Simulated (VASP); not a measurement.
A run of VASP 6.6.1 is set up as follows.

INCAR

```
SYSTEM = Fe
ALGO = Normal ; EDIFF = 1E-6
ENCUT = 520 ; GGA = PE
ISIF = 2 ; ISMEAR = -1
ISPIN = 2 ; LASPH = .TRUE.
LCHARG = .TRUE. ; LELF = .TRUE.
LMAXMIX = 4 ; LORBIT = 11
LREAL = .FALSE. ; LVHAR = .TRUE.
LWAVE = .FALSE. ; MAGMOM = 3.45
NBANDS = 14 ; NELM = 150
NUPDOWN = 3.45 ; PREC = Accurate
SIGMA = 0.1
```

File KPOINTS:

```
k-points
0
G
  12 12 12
  0 0 0
```

File POSCAR:

```
Fe
1.0
    0.0000000000      1.8395000000      1.8395000000
    1.8395000000      0.0000000000      1.8395000000
    1.8395000000      1.8395000000      0.0000000000
Fe
1
Direct
    0.0000000000      0.0000000000      0.0000000000
```

Potentials or basis: VASP PAW PBE potentials, release 64 (Fe).

Run with:

```bash
$ cat potpaw_PBE.64/Fe/POTCAR > POTCAR
$ mpirun -np 1 vasp_std > vasp.out
```

Question: Estimate the pressure.

Answer: 17.2 GPa.

Caveat: the total moment is fixed, so each spin has its own Fermi level.
